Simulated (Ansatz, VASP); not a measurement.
# BaTe: VASP beside Ansatz

```
CELL_PARAMETERS angstrom
4.11668 0.00000 0.00000
0.00000 4.11668 0.00000
0.00000 0.00000 4.21960
ATOMIC_POSITIONS crystal
Ba 0.00000 0.00000 0.00000
Te 0.50000 0.50000 0.50000
```

Change from the starting cell: strain +0.0250 x Voigt [0, 0, 1, 0, 0, 0], atoms carried along.

Alike in both runs: task single point; functional LDA; k mesh 8 × 8 × 8; occupations gaussian, width 0.05 eV; no spin polarisation.

|  | VASP | Ansatz |
| --- | --- | --- |
| version | VASP 6.6.1 | Ansatz 0.2.0 |
| potentials or method | VASP PAW LDA potentials, release 64 (Ba_sv, Te), cutoff 520 eV | scalar-relativistic, plane waves, PAW |
| valence electrons in the cell | 16 | 26 |

VASP gave:

```
gap on the k mesh at the Fermi level (eV)                     : 0.37
least direct gap on the mesh (eV)                             : 0.66
pressure (GPa)                                                : -0.3
traceless stress, the component that is largest in VASP (GPa) : -1.24
```

Q: Estimate Ansatz's values.

A: gap on the k mesh at the Fermi level (eV): 0.50; least direct gap on the mesh (eV): 0.78; pressure (GPa): -1.0; traceless stress, the component that is largest in VASP (GPa): -1.24.

LDA's correlation is that of Perdew and Zunger in VASP and of Perdew and Wang (1992) in Ansatz. VASP's potentials hold 16 valence electrons a cell and Ansatz's 26, so a difference there can come from the potentials and not from the codes.

Spin-orbit coupling is off throughout.
